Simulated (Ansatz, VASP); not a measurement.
**One calculation of Ta, two programs**

```
Ta
1.0
    -1.70082    1.60174    1.65128
     1.70082   -1.60174    1.65128
     1.70082    1.60174   -1.65128
Ta
1
Direct
  0.00000 0.00000 0.00000
```

Change from the starting cell: strain +0.0300 x Voigt [1, -1, 0, 0, 0, 0], atoms carried along.

Alike in both runs: task single point; functional PBEsol; k mesh 20 × 20 × 20; occupations gaussian, width 0.15 eV; no spin polarisation.

|  | VASP | Ansatz |
| --- | --- | --- |
| version | VASP 6.6.1 | Ansatz 0.2.0 |
| potentials or method | VASP PAW PBE potentials, release 64 (Ta_pv), cutoff 520 eV | scalar-relativistic, plane waves, PAW |
| valence electrons in the cell | 11 | 13 |

|  | VASP | Ansatz | Ansatz less VASP |
| --- | --- | --- | --- |
| gap on the k mesh at the Fermi level (eV) | none | none | - |
| pressure (GPa) | -3.2 | -3.4 | -0.17 |
| traceless stress, the component that is largest in VASP (GPa) | 3.26 | 3.27 | +0.010 |

VASP's potentials were made for PBE, not for PBEsol. A gap of «none» marks a metal or a gap that the smearing closes. VASP's potentials hold 11 valence electrons a cell and Ansatz's 13, so a difference there can come from the potentials and not from the codes.

Spin-orbit coupling is off throughout.
